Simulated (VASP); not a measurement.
Input of a VASP 6.6.1 run:

INCAR

```
ALGO = Normal
EDIFF = 1E-7
ENCUT = 520
GGA = PE
ISIF = 2
ISMEAR = 0
ISYM = 0
LASPH = T
LCHARG = F
LREAL = F
LWAVE = F
NBANDS = 26
NELM = 60
PREC = Accurate
SIGMA = 0.05
```

Contents of KPOINTS:

```
k-points
0
Gamma
  10 10 3
```

Contents of POSCAR:

```
Si
1.0
   -3.8510822046      0.0000000000      0.0000000000
   -1.9255411023     -3.3351350213      0.0000000000
   -1.4441558267     -1.3896395922     12.7293621948
Si
8
Direct
    0.1822556606     -0.0443608485      0.9064660365
    0.2655889939      0.1639724848      0.4064660365
    0.6405889939      0.6014724848      0.1564660365
    0.5572556606      0.3931391515      0.6564660365
    0.3177443394      0.2943608485      0.0935339635
    0.2344110061      0.0860275152      0.5935339635
    0.6094110061      0.5235275152      0.3435339635
    0.5260776727      0.3151941819      0.8435339635
```

Potentials or basis: VASP PAW PBE potentials, release 64 (Si).

The run is started by

```sh
$ cat potpaw_PBE.64/Si/POTCAR > POTCAR
$ mpirun -np 1 vasp_std > vasp.out
```

Task: Estimate the pressure.

Result: -0.9 GPa.

Task: Estimate the largest force.

Result: 0.609 eV/Å.

Stress tensor (GPa, compression positive):
```
-0.95 -1.05  0.60
-1.05 -2.19 -0.36
 0.60 -0.36  0.46
```
